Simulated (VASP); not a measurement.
A run of VASP 6.6.1 is set up as follows.

File POSCAR:

```
Pd
1.0
    0.0000000000      1.9465000000      1.9465000000
    1.9465000000      0.0000000000      1.9465000000
    1.9465000000      1.9465000000      0.0000000000
Pd
1
Direct
    0.0000000000      0.0000000000      0.0000000000
```

The input INCAR.step1:

```
PREC     = Accurate       # precision mode
ENCUT    = 600            # plane-wave cutoff, eV
ISMEAR   = 0              # smearing method
SIGMA    = 0.05           # smearing width, eV
LREAL    = F              # projectors in reciprocal space
LASPH    = T              # aspherical terms in the spheres
NELM     = 100            # most SCF steps
GGA      = PE             # functional
ALGO     = Normal         # electronic algorithm
EDIFF    = 1E-4           # SCF threshold, eV
LWAVE    = T              # write WAVECAR
LCHARG   = F              # write CHGCAR
```

The input INCAR.step2:

```
PREC     = Accurate       # precision mode
ENCUT    = 600            # plane-wave cutoff, eV
EDIFF    = 1E-6           # SCF threshold, eV
ISMEAR   = 0              # smearing method
SIGMA    = 0.05           # smearing width, eV
LREAL    = F              # projectors in reciprocal space
LASPH    = T              # aspherical terms in the spheres
NELM     = 100            # most SCF steps
ALGO     = Normal         # electronic algorithm
ISIF     = 3              # what is computed and relaxed
LWAVE    = F              # write WAVECAR
LCHARG   = F              # write CHGCAR
METAGGA  = R2SCAN         # meta-GGA
LMIXTAU  = T            
IBRION   = 2              # ionic algorithm
NSW      = 80             # ionic steps
EDIFFG   = -0.03          # ionic threshold
ISTART   = 1
```

KPOINTS

```
regular mesh
0
Gamma
  9 9 9
```

Potentials or basis: VASP PAW PBE potentials, release 64 (Pd).

The run is started by

```bash
$ cat potpaw_PBE.64/Pd/POTCAR > POTCAR
$ cp INCAR.step1 INCAR
$ mpirun -np 1 vasp_std > vasp.out
$ cp INCAR.step2 INCAR
$ mpirun -np 1 vasp_std > vasp.out
```

Problem. Predict the band gap on the k mesh.

Solution. Zero (bands 5 and 6 overlap by 1.55 eV).

Problem. Estimate the relaxed cell.

Solution. a = 2.763 Å, b = 2.763 Å, c = 2.763 Å, α = 60.00°, β = 60.00°, γ = 60.00°.

Problem. Predict the relaxed volume.

Solution. 14.92 Å³/atom.

Step by step:
```
step  energy change (eV)  largest force (eV/Å)  pressure (GPa)  volume (Å³)
   1              0.0000                0.0000            2.30        14.75
   2              0.0019                0.0000           -3.41        15.21
   3             -0.0012                0.0000            0.05        14.92
```

Caveat: the PAW data sets were made with another functional, which shifts forces and pressure a little. Zero-point motion and thermal expansion aren't in these numbers.
